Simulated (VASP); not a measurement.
## AlNi: single point with PBEsol

AlNi:

```xyz
2
Lattice="2.8810 0.0288 0.0288 0.0288 2.8810 0.0288 0.0288 0.0288 2.8810" Properties=species:S:1:pos:R:3 pbc="T T T"
Al    0.0000    0.0000    0.0000
Ni    1.4693    1.4693    1.4693
```

This cell differs from its parent crystal: equal xy, yz and zx shear strains of +2 %.

```yaml
Program: VASP 6.6.1
Task: single point
Functional: PBEsol
Potentials_or_basis: VASP PAW PBE potentials, release 64 (Al, Ni)
Cutoff: 520 eV
k_mesh: 13 × 13 × 13
Occupations: fermi-dirac, width 0.05 eV
Spin: collinear spin, ferromagnetic start
Starting_moments: "[0.0, 1.5] μB"
```

```json
{
 "Pressure": "-3.0 GPa",
 "Net moment": "0.00 μB per cell",
 "Valence electrons inside the program's atomic spheres": "Al 0.80; Ni 9.48"
}
```

Stress tensor (GPa, compression positive):
```
-3.01 -2.36 -2.36
-2.36 -3.01 -2.36
-2.36 -2.36 -3.01
```

Levels at points of the mesh, in eV from the Fermi level:
Spin up:
| k point | band 2 | band 3 | band 4 | band 5 | band 6 | band 7 | band 8 | band 9 | band 10 | band 11 |
| --- | --- | --- | --- | --- | --- | --- | --- | --- | --- | --- |
| (0.00, 0.00, 0.00) | -3.23 | -3.23 | -1.56 | -1.56 | -1.49 | 5.45 | 5.45 | 5.65 | 8.17 | 8.17 |
Spin down:
```
           k point  band 4  band 5  band 6  band 7  band 8  band 9
(0.00, 0.00, 0.00)   -1.56   -1.56   -1.48    5.45    5.45    5.65
```

Run time: 59 s on 1 thread of Intel(R) Xeon(R) 6975P-C (Granite Rapids), with other jobs on the host, peak memory 0.27 GiB.

Caveat: the cell differs from its parent crystal (equal xy, yz and zx shear strains of +2 %); the starting moments collapsed, and a magnetic state may lie lower; the PAW data sets were made with another functional, which shifts forces and pressure a little.
